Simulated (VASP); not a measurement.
# Cl (Fd-3m) in VASP: further runs

The runs below take Cl through single point, with LDA.

All numbers are computed with VASP 6.6.1; they aren't measurements. Logs are shortened: lines on timing, memory, paths and dates and some standing lists are left out, and cuts for length are marked.

### 1 The cell of the first run

The structure is cubic, space group Fd-3m (No. 227). Conventional cell: a = 5.218 Å, b = 5.218 Å, c = 5.218 Å, α = 90.00°, β = 90.00°, γ = 90.00°. Cl (site symmetry -43m) has 4 Cl at 2.26 Å within 3.0 Å.

### 2 Single point, LDA (volume scaled by 0.6)

INCAR reads:

```
SYSTEM = Cl
PREC = Accurate
ENCUT = 520
EDIFF = 1E-6
ISMEAR = -1
SIGMA = 0.08
LREAL = .False.
LASPH = .True.
NELM = 60
ALGO = Normal
ISIF = 2
LWAVE = .False.
LCHARG = .False.
GGA = CA
NBANDS = 14
```

KPOINTS reads:

```
Automatic mesh
0
Gamma
  11 11 11
  0 0 0
```

POSCAR reads:

```
Cl
1.0
    0.0000000000      2.6091843357      2.6091843357
    2.6091843357      0.0000000000      2.6091843357
    2.6091843357      2.6091843357      0.0000000000
Cl
2
Direct
   -0.1250000000     -0.1250000000     -0.1250000000
    0.1250000000      0.1250000000      0.1250000000
```

Potentials or basis: VASP PAW LDA potentials, release 64 (Cl).

Launch:

```
$ cat potpaw_LDA.64/Cl/POTCAR > POTCAR
$ mpirun -np 1 vasp_std > vasp.out
```

OUTCAR:

```text
SYSTEM = Cl
   PREC = Accurate
   ENCUT = 520
   EDIFF = 1E-6
   ISMEAR = -1
   LREAL = .False.
   LASPH = .True.
   NELM = 60
   ISIF = 2
   GGA = CA

 ion  position               nearest neighbor table
   1  0.875  0.875  0.875-   2 2.26   2 2.26   2 2.26   2 2.26
   2  0.125  0.125  0.125-   1 2.26   1 2.26   1 2.26   1 2.26

  LATTYP: Found a face centered cubic cell.
 ALAT       =     5.2183686714

  Lattice vectors:

 A1 = (   0.0000000000,   2.6091843357,   2.6091843357)
 A2 = (   2.6091843357,   0.0000000000,   2.6091843357)
 A3 = (   2.6091843357,   2.6091843357,   0.0000000000)

Analysis of symmetry for initial positions (statically):
=====================================================================
 Subroutine PRICEL returns:
 Original cell was already a primitive cell.

 Routine SETGRP: Setting up the symmetry group for a
 face centered cubic supercell.

 Subroutine GETGRP returns: Found 48 space group operations
 (whereof 12 operations were pure point group operations)
 out of a pool of 48 trial point group operations.

The static configuration has the point symmetry D_3d.
 The point group associated with its full space group is O_h .

Analysis of symmetry for dynamics (positions and initial velocities):
=====================================================================
 Subroutine PRICEL returns:
 Original cell was already a primitive cell.

 Routine SETGRP: Setting up the symmetry group for a
 face centered cubic supercell.

 Subroutine GETGRP returns: Found 48 space group operations
 (whereof 12 operations were pure point group operations)
 out of a pool of 48 trial point group operations.

The dynamic configuration has the point symmetry D_3d.
 The point group associated with its full space group is O_h .

 Subroutine INISYM returns: Found 48 space group operations
 (whereof 12 operations are pure point group operations),
 and found     1 'primitive' translations

----------------------------------------------------------------------------------------

                                     Primitive cell

  volume of cell :      35.5258

  direct lattice vectors                    reciprocal lattice vectors
     0.000000000  2.609184336  2.609184336    -0.191630769  0.191630769  0.191630769
     2.609184336  0.000000000  2.609184336     0.191630769 -0.191630769  0.191630769
     2.609184336  2.609184336  0.000000000     0.191630769  0.191630769 -0.191630769

  length of vectors
     3.689943874  3.689943874  3.689943874     0.331914228  0.331914228  0.331914228

  position of ions in fractional coordinates (direct lattice)
     0.875000000  0.875000000  0.875000000
     0.125000000  0.125000000  0.125000000

  ion indices of the primitive-cell ions
   primitive index   ion index
                 1           1
                 2           2

----------------------------------------------------------------------------------------

 KPOINTS: Automatic mesh

Automatic generation of k-mesh.
 Grid dimensions read from file:
 generate k-points for:   11   11   11

 Generating k-lattice:

  Cartesian coordinates                     Fractional coordinates (reciprocal lattice)
    -0.017420979  0.017420979  0.017420979     0.090909091  0.000000000  0.000000000
     0.017420979 -0.017420979  0.017420979     0.000000000  0.090909091  0.000000000
     0.017420979  0.017420979 -0.017420979     0.000000000  0.000000000  0.090909091

  Length of vectors
     0.030174021  0.030174021  0.030174021

  Shift w.r.t. Gamma in fractional coordinates (k-lattice)
     0.000000000  0.000000000  0.000000000

 Subroutine IBZKPT returns following result:
 ===========================================

 Found     56 irreducible k-points:

 Following reciprocal coordinates:
            Coordinates               Weight
  0.000000  0.000000  0.000000      1.000000
  0.090909  0.000000  0.000000      8.000000
  0.181818  0.000000  0.000000      8.000000
  0.272727  0.000000  0.000000      8.000000
  0.363636  0.000000  0.000000      8.000000
  0.454545  0.000000  0.000000      8.000000
[... 16 lines left out ...]
 -0.272727  0.181818  0.000000     24.000000
 -0.181818  0.181818  0.000000     12.000000
 [... further k-points ...]
   k-points           NKPTS =     56   k-points in BZ     NKDIM =     56   number of bands    NBANDS=     14
   number of dos      NEDOS =    301   number of ions     NIONS =      2
   total plane-waves  NPLWV =  21952
   dimension x,y,z NGX =    28 NGY =   28 NGZ =   28
   dimension x,y,z NGXF=    56 NGYF=   56 NGZF=   56
   ions per type =               2
   NGX,Y,Z   is equivalent  to a cutoff of  12.62, 12.62, 12.62 a.u.
   NGXF,Y,Z  is equivalent  to a cutoff of  25.23, 25.23, 25.23 a.u.
 SYSTEM =  Cl
   PREC   = accura    normal or accurate (medium, high low for compatibility)
   ISTART =      0    job   : 0-new  1-cont  2-samecut
   ICHARG =      2    charge: 1-file 2-atom 10-const
   ISPIN  =      1    spin polarized calculation?
   LNONCOLLINEAR =      F non collinear calculations
   LSORBIT =      F    spin-orbit coupling
   LASPH  =      T    aspherical Exc in radial PAW
   ENCUT  =  520.0 eV  38.22 Ry    6.18 a.u.   6.86  6.86  6.86*2*pi/ulx,y,z
   NELM   =     60;   NELMIN=  2; NELMDL= -5     # of ELM steps
   EDIFF  = 0.1E-05   stopping-criterion for ELM
   LREAL  =      F    real-space projection
   EDIFFG = 0.1E-04   stopping-criterion for IOM
   NSW    =      0    number of steps for IOM
   IBRION =     -1    ionic relax: 0-MD 1-quasi-New 2-CG
   NFREE  =      0    steps in history (QN), initial steepest desc. (CG)
   ISIF   =      2    stress and relaxation
   ISYM   =      2    0-nonsym 1-usesym 2-fastsym
   POTIM  = 0.5000    time-step for ionic-motion
   TEBEG  =    0.0;   TEEND  =   0.0 temperature during run
   PSTRESS=    0.0 pullay stress
   NELECT =      14.0000    total number of electrons
   NUPDOWN=      -1.0000    fix difference up-down
   EMIN   =  10.00;   EMAX   =-10.00  energy-range for DOS
   EFERMI =   0.00;   METHOD = LEGACY
   ISMEAR =    -1;   SIGMA  =   0.08  broadening in eV -4-tet -1-fermi 0-gaus
   EFERMI_NEDOS =   21; number of points for ismear=-14 and -15
   IALGO  =     38    algorithm
   IMIX   =      4    mixing-type and parameters
     AMIX     =   0.40;   BMIX     =  1.00
     AMIX_MAG =   1.60;   BMIX_MAG =  1.00
  volume/ion in A,a.u.               =      17.76       119.87
  Fermi-wavevector in a.u.,A,eV,Ry     =   1.200244  2.268132 19.600346  1.440585
  Thomas-Fermi vector in A             =   2.336085
   LORBIT       =      0    0 simple, 1 ext, 2 COOP (PROOUT), +10 PAW based schemes
   GGA     = CA    functional components
   LHFCALC =     F    Hartree Fock is set to
   AEXX    =    0.0000 exact exchange contribution
   IVDW    =     0    specifies the selected vdW correction
   LEPSILON=     F    determine dielectric tensor
   LRPA    =     F    only Hartree local field effects (RPA)
 non-spin polarized calculation
  energy-cutoff  :      520.00
  volume of cell :       35.53
 maximum number of plane-waves:       969
   NGX = 13   NGY = 13   NGZ = 13

 number of electron      13.9999998 magnetization

 Free energy of the ion-electron system (eV)
  ---------------------------------------------------
  ext. energy  EPLUGINS =         0.00000000
  ---------------------------------------------------
  free energy    TOTEN  =        -0.98337472 eV

  energy without entropy =       -0.94284824  energy(sigma->0) =       -0.96311148

 E-fermi :   5.8567     XC(G=0): -10.4029

 val. band max:        5.8410975400   @ k =  -0.2727   0.3636   0.0909
 cond. band min:       5.8647391877   @ k =  -0.2727   0.2727   0.0000
 fundamental gap:      0.0236416477
 Fermi energy:         5.8567169093

 k-point     1 :       0.0000    0.0000    0.0000
  band No.  band energies     occupation
      1     -14.4251      2.00000
      2      -5.9986      2.00000
      3      -0.3745      2.00000
      4      -0.3745      2.00000
      5      -0.3745      2.00000
      6       3.2228      2.00000
      7       3.2228      2.00000
      8       3.2228      2.00000
      9      11.1413      0.00000
     10      14.0421      0.00000
     11      14.0421      0.00000
     12      17.2479      0.00000
     13      17.2479      0.00000
     14      17.2479      0.00000

 k-point     2 :       0.0909    0.0000    0.0000
  band No.  band energies     occupation
      1     -14.3415      2.00000
      2      -6.2981      2.00000
      3      -0.4737      2.00000
      4      -0.4737      2.00000
      5      -0.3191      2.00000
      6       3.3726      2.00000
      7       3.3726      2.00000
      8       3.3822      2.00000
      9      11.4558      0.00000
     10      13.7834      0.00000
     11      13.7834      0.00000
     12      16.9942      0.00000
     13      17.8314      0.00000
     14      17.8314      0.00000

 k-point     3 :       0.1818    0.0000    0.0000
  band No.  band energies     occupation
      1     -14.0980      2.00000
      2      -7.0456      2.00000
      3      -0.7068      2.00000
      4      -0.7068      2.00000
      5      -0.2977      2.00000
      6       3.7335      2.00000
      7       3.7335      2.00000
      8       3.9325      2.00000
      9      12.1959      0.00000
     10      13.4314      0.00000
     11      13.4314      0.00000
     12      16.6159      0.00000
     13      19.0626      0.00000
     14      19.0626      0.00000
[... 324 lines left out ...]
 k-point    23 :      -0.2727    0.1818    0.0000
  band No.  band energies     occupation
      1     -13.1526      2.00000
      2      -8.9949      2.00000
      3      -2.3798      2.00000
      4      -1.1791      2.00000
      5       0.8150      2.00000
      6       4.4233      2.00000
      7       4.5837      2.00000
      8       5.6649      1.83339
      9      12.7534      0.00000
     10      12.7608      0.00000
     11      14.1178      0.00000
     12      17.5562      0.00000
     13      19.0315      0.00000
     14      19.6224      0.00000

 k-point    24 :      -0.1818    0.1818    0.0000
  band No.  band energies     occupation
      1     -13.5832      2.00000
      2      -8.2186      2.00000
      3      -1.9552      2.00000
      4      -0.9082      2.00000
      5       0.5653      2.00000
      6       4.0362      2.00000
      7       4.1232      2.00000
      8       5.1693      1.99963
      9      12.5721      0.00000
     10      13.0368      0.00000
     11      13.8295      0.00000
     12      17.9726      0.00000
     13      18.4522      0.00000
     14      19.8145      0.00000

 [... further k-points ...]
[... 5 lines left out ...]
  --------------------------------------------------------------------------------------
  -------------------------------------------------------------------------------------
  Total        8.5949465      8.5949465      8.5949465      0.0000000      0.0000000      0.0000000
  in kB      387.6229432    387.6229432    387.6229432      0.0000000      0.0000000      0.0000000
  external PRESSURE =     387.6229432 kB  Pullay stress =       0.0000000 kB

 VOLUME and BASIS-vectors are now :
 -----------------------------------------------------------------------------
  energy-cutoff  :      520.00
  volume of cell :       35.53
      direct lattice vectors                 reciprocal lattice vectors
     0.000000000  2.609184336  2.609184336    -0.191630769  0.191630769  0.191630769
     2.609184336  0.000000000  2.609184336     0.191630769 -0.191630769  0.191630769
     2.609184336  2.609184336  0.000000000     0.191630769  0.191630769 -0.191630769

 POSITION                                       TOTAL-FORCE (eV/Angst)
 -----------------------------------------------------------------------------------
      4.56607      4.56607      4.56607         0.000000      0.000000      0.000000
      0.65230      0.65230      0.65230        -0.000000     -0.000000     -0.000000
 -----------------------------------------------------------------------------------
    total drift:                                0.000000     -0.000000     -0.000000

  FREE ENERGIE OF THE ION-ELECTRON SYSTEM (eV)
  ---------------------------------------------------
  free  energy   TOTEN  =        -0.9833747153 eV

  energy  without entropy=       -0.9428482363  energy(sigma->0) =       -0.96311148
```

It took 13 s on 1 thread of Intel Xeon Platinum 8375C at 2.90GHz (Ice Lake), shared host; peak memory 0.14 GiB.

Results:

| Property | Result |
| --- | --- |
| Free energy | -0.9834 eV |
| Pressure | 38.8 GPa |
| Band gap on the k mesh | zero (band 7 reaches 7.01 eV, above the bottom of band 8 at 3.22 eV) |

(Part 1 of 2 ends here.)
